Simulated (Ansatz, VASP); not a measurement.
## SnO: VASP beside Ansatz

```
Sn O
1.0
     3.98794    0.00000    0.00000
     0.00000    3.98794    0.00000
     0.00000    0.00000    4.15025
Sn O
2 2
Cartesian
  0.0000 1.9940 1.0066
  1.9940 0.0000 3.1437
  0.0000 0.0000 0.0000
  1.9940 1.9940 0.0000
```

Alike in both runs: task single point; functional PBEsol; k mesh 12 × 12 × 10; occupations gaussian, width 0.15 eV; no spin polarisation.

```csv
,VASP,Ansatz
version,VASP 6.6.1,Ansatz 0.2.0
potentials or method,"VASP PAW PBE potentials, release 64 (Sn_d, O), cutoff 520 eV","scalar-relativistic, plane waves, PAW"
valence electrons in the cell,40,40
```

|  | VASP | Ansatz | Ansatz less VASP |
| --- | --- | --- | --- |
| gap on the k mesh at the Fermi level (eV) | 0.59 | 0.59 | -0.003 |
| least direct gap on the mesh (eV) | 1.34 | 1.35 | +0.016 |
| pressure (GPa) | 1.2 | 0.9 | -0.33 |
| traceless stress, the component that is largest in VASP (GPa) | 6.12 | 6.25 | +0.125 |
| rms of the force components (eV/Å) | 0.349 | 0.316 | -0.0337 |

VASP's potentials were made for PBE, not for PBEsol. Atom by atom the forces differ by 0.034 eV/Å (rms over components).
